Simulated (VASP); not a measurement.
Runs of VASP 6.6.1 on Rh. The structure is that of space group P6_3/mmc (No. 194), or close to it. The cells are those of the table. This isn't the form of Rh at room conditions, which is fcc.

| cell | further INCAR settings | gap on the mesh (eV) | pressure (GPa) |
| --- | --- | --- | --- |
| a = 2.542, b = 2.542, c = 4.261 Å, angles 90.0, 90.0, 120.0°, 2 atoms | ALGO = Fast; EDIFF = 1e-06; NBANDS = 22 | none | 52.0 |
| a = 2.650, b = 2.650, c = 4.099 Å, angles 90.0, 90.0, 120.0°, 2 atoms | ALGO = Fast; EDIFF = 1e-07; NBANDS = 22 | none | (a) |
| a = 2.577, b = 2.577, c = 4.149 Å, angles 90.0, 90.0, 120.0°, 2 atoms | ALGO = Fast; EDIFF = 1e-06; NBANDS = 22 | none | 51.7 |
| a = 2.647, b = 2.647, c = 3.932 Å, angles 90.0, 90.0, 120.0°, 2 atoms | ALGO = Fast; EDIFF = 1e-06; NBANDS = 22 | none | 55.7 |
| a = 2.475, b = 2.475, c = 4.496 Å, angles 90.0, 90.0, 120.0°, 2 atoms | ALGO = Fast; EDIFF = 1e-07; NBANDS = 22 | none | (b) |

Alike in all rows: task single point; level PBEsol; potentials or basis VASP PAW PBE potentials, release 64 (Rh_pv); no spin polarisation; k mesh 21 × 21 × 12; cutoff (eV) 520; smearing gaussian 0.15 eV.

Question: Fill in the values left out.

Answer: (a) 31.2; (b) 57.6.

Caveats: the cell stands under pressure; the PAW data sets were made with another functional, which shifts forces and pressure a little.

A k mesh can miss the band edges, and the runs leave out spin-orbit coupling on Rh.

A gap of «none» marks levels without a gap at the run's occupations.
